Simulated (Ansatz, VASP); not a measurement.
# Two plane-wave programs on GaN

```
CELL_PARAMETERS angstrom
3.18000 0.00000 0.00000
-1.59000 2.75396 0.00000
0.00000 0.00000 5.16600
ATOMIC_POSITIONS crystal
Ga 0.33333 0.66667 0.00394
Ga 0.66667 0.33333 0.50394
N 0.33333 0.66667 0.38106
N 0.66667 0.33333 0.88106
```

Alike in both runs: functional PBE; k mesh 11 × 11 × 6; occupations fermi-dirac, width 0.02 eV; no spin polarisation.

Ansatz relaxed the structure, and its values are those at the end. VASP's run is a single point on that final structure, the one shown.

|  | VASP | Ansatz |
| --- | --- | --- |
| version | VASP 6.6.1 | Ansatz 0.2.0 |
| potentials or method | VASP PAW PBE potentials, release 64 (Ga_d, N) | plane-wave PAW, scalar-relativistic |
| plane-wave cutoff (eV) | 520 | 420 |
| valence electrons in the cell | 36 | 36 |

```csv
,VASP,Ansatz,Ansatz less VASP
gap on the k mesh at the Fermi level (eV),1.99,1.98,-0.008
pressure (GPa),7.3,7.3,-0.02
```

With one functional, cell and mesh, what is left measures potentials, basis and numerics. Ansatz's warnings: stress scf threshold loose.
